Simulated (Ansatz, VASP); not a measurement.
# Mg5O in VASP and in Ansatz

```xyz
12
Lattice="3.1167 0.0000 0.0000 -1.5584 2.6992 0.0000 0.0000 0.0000 25.8498" Properties=species:S:1:pos:R:3 pbc="T T T"
Mg    0.0000    0.0000    0.0000
Mg    1.5584    0.8997   23.3939
Mg    0.0000    1.7994    2.4559
Mg    0.0000    1.7994   20.7860
Mg    0.0000    0.0000   18.1301
Mg    1.5584    0.8997    5.0638
Mg    0.0000    0.0000    7.7197
Mg    0.0000    0.0000   12.9249
Mg    1.5584    0.8997   15.5231
Mg    0.0000    1.7994   10.3267
O     1.5584    0.8997    1.2127
O     0.0000    1.7994   24.6371
```

Alike in both runs: functional PBE; k mesh 6 × 6 × 1; occupations gaussian, width 0.2 eV; no spin polarisation.

Ansatz relaxed the structure, and its values are those at the end. VASP's run is a single point on that final structure, the one shown.

|  | VASP | Ansatz |
| --- | --- | --- |
| version | VASP 6.6.1 | Ansatz 0.2.0 |
| potentials or method | VASP PAW PBE potentials, release 64 (Mg, O), cutoff 520 eV | scalar-relativistic, plane waves, PAW |
| valence electrons in the cell | 32 | 112 |

Ansatz gave:

| Quantity | Value |
| --- | --- |
| gap on the k mesh at the Fermi level (eV) | none |
| pressure (GPa) | 0.3 |
| rms of the force components (eV/Å) | 0.012 |

Which values does VASP return?

gap on the k mesh at the Fermi level (eV): none; pressure (GPa): 0.0; rms of the force components (eV/Å): 0.010.

A gap of «none» marks a metal or a gap that the smearing closes. With one functional, cell and mesh, what is left measures potentials, basis and numerics. VASP's potentials hold 32 valence electrons a cell and Ansatz's 112, so a difference there can come from the potentials and not from the codes.

The k mesh is coarse, so the values compare programs but aren't converged.
